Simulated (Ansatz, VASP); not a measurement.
## AlRu in VASP and in Ansatz

File INCAR:

```
ALGO = Fast
EDIFF = 1E-6
ENCUT = 520
GGA = PS
ISIF = 2
ISMEAR = 0
LASPH = True
LCHARG = False
LREAL = False
LWAVE = False
NBANDS = 16
NELM = 80
PREC = Accurate
SIGMA = 0.15
```

File KPOINTS:

```
k-points
0
Gamma
  16 16 16
```

The input POSCAR:

```
AlRu
1.0
    2.9916000000      0.0000000000      0.0224370000
    0.0000000000      2.9916000000      0.0000000000
    0.0224370000      0.0000000000      2.9916000000
Al Ru
1 1
Direct
    0.0000000000      0.0000000000      0.0000000000
    0.5000000000      0.5000000000      0.5000000000
```

Input for Ansatz:

```yaml
crystal:
  lattice:
    - [2.9916, 0.0, 0.022437]
    - [0.0, 2.9916, 0.0]
    - [0.022437, 0.0, 2.9916]
  atoms:
    - { symbol: Al, position: [0.0, 0.0, 0.0] }
    - { symbol: Ru, position: [0.5, 0.5, 0.5] }
basis:
  ecutwfc: 420
kpoints:
  mp_grid: { grid: [16, 16, 16] }
hamiltonian:
  xc: pbesol
scf:
  occupations: { method: gaussian, width: 0.15 }
output:
  forces: true
  stress: true
  eigenvalues: true
```

Change from the starting cell: strain +0.0150 x Voigt [0, 0, 0, 0, 1, 0], atoms carried along.

Alike in both runs: task single point; functional PBEsol; k mesh 16 × 16 × 16; occupations gaussian, width 0.15 eV; no spin polarisation.

```csv
,VASP,Ansatz
version,VASP 6.6.1,Ansatz 0.2.0
potentials or method,"VASP PAW PBE potentials, release 64 (Al, Ru_pv), cutoff 520 eV","scalar-relativistic, plane waves, PAW"
valence electrons in the cell,17,19
```

```tsv
	VASP	Ansatz	Ansatz less VASP
gap on the k mesh at the Fermi level (eV)	none	none	-
pressure (GPa)	-3.2	-3.2	-0.01
traceless stress, the component that is largest in VASP (GPa)	-1.94	-1.94	+0.008
```

VASP's potentials were made for PBE, not for PBEsol. A gap of «none» marks a metal or a gap that the smearing closes. VASP's potentials hold 17 valence electrons a cell and Ansatz's 19, so a difference there can come from the potentials and not from the codes.
